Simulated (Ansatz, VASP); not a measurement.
**YPb3 in VASP and in Ansatz**

```
Y Pb
1.0
     4.91759    0.00000    0.00000
     0.00000    4.91759    0.00000
     0.00000    0.00000    4.91759
Y Pb
1 3
Direct
  0.00000 0.00000 0.00000
  0.00000 0.50000 0.50000
  0.50000 0.00000 0.50000
  0.50000 0.50000 0.00000
```

Change from the starting cell: volume scaled by 1.06.

Alike in both runs: task single point; functional PBEsol; k mesh 8 × 8 × 8; occupations fermi-dirac, width 0.08 eV; no spin polarisation.

```csv
,VASP,Ansatz
version,VASP 6.6.1,Ansatz 0.2.0
potentials or method,"VASP PAW PBE potentials, release 64 (Y_sv, Pb_d), cutoff 520 eV","all-electron LAPW, scalar-relativistic"
```

```csv
,VASP,Ansatz,Ansatz less VASP
pressure (GPa),-3.3,-3.3,+0.07
```

VASP's potentials were made for PBE, not for PBEsol. Ansatz ran all-electron here, and VASP with PAW potentials.

Spin-orbit coupling is off throughout.
